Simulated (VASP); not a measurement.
Here is a VASP 6.6.1 calculation.

POSCAR

```
Si
1.0
   -3.4501484509      3.2007401291      1.9223856600
    3.4501484509     -3.2007401291      1.9223856600
    3.4501484509      3.2007401291     -1.9223856600
Si
4
Direct
    0.1788010600      0.1788010600      0.3576021200
    0.8211989400      0.8211989400      0.6423978800
    0.1788010600      0.8211989400      0.0000000000
    0.8211989400      0.1788010600      0.0000000000
```

The input INCAR.step1:

```
ALGO     = Normal         # electronic algorithm
EDIFF    = 1E-4           # SCF threshold, eV
ENCUT    = 520            # plane-wave cutoff, eV
GGA      = PE             # functional
ISMEAR   = 0              # smearing method
LASPH    = T              # aspherical terms in the spheres
LCHARG   = F              # write CHGCAR
LREAL    = F              # projectors in reciprocal space
LWAVE    = T              # write WAVECAR
NBANDS   = 16             # bands
NELM     = 60             # most SCF steps
PREC     = Accurate       # precision mode
SIGMA    = 0.03           # smearing width, eV
```

Contents of INCAR.step2:

```
ALGO     = Normal         # electronic algorithm
EDIFF    = 1E-7           # SCF threshold, eV
ENCUT    = 520            # plane-wave cutoff, eV
ISIF     = 2              # what is computed and relaxed
ISMEAR   = 0              # smearing method
ISTART   = 1            
LASPH    = T              # aspherical terms in the spheres
LCHARG   = F              # write CHGCAR
LMIXTAU  = T            
LREAL    = F              # projectors in reciprocal space
LWAVE    = F              # write WAVECAR
METAGGA  = R2SCAN         # meta-GGA
NBANDS   = 16             # bands
NELM     = 60             # most SCF steps
PREC     = Accurate       # precision mode
SIGMA    = 0.03           # smearing width, eV
```

KPOINTS

```
k-points
0
Gamma
  10 10 10
```

Potentials or basis: VASP PAW PBE potentials, release 64 (Si).

The run is started by

```bash
$ cat potpaw_PBE.64/Si/POTCAR > POTCAR
$ cp INCAR.step1 INCAR
$ mpirun -np 1 vasp_std > vasp.out
$ cp INCAR.step2 INCAR
$ mpirun -np 1 vasp_std > vasp.out
```

What does it give for the largest force?

0.869 eV/Å.

Predict the pressure.

0.6 GPa.

Stress tensor (GPa, compression positive):
```
-6.47  0.00  0.00
 0.00  8.44  0.00
 0.00  0.00 -0.30
```

Caveat: the cell differs from its parent crystal (strain +0.0375 x Voigt [1, -1, 0, 0, 0, 0]); the stress differs along the axes, from -6 to 8 GPa; the PAW data sets were made with another functional, which shifts forces and pressure a little.
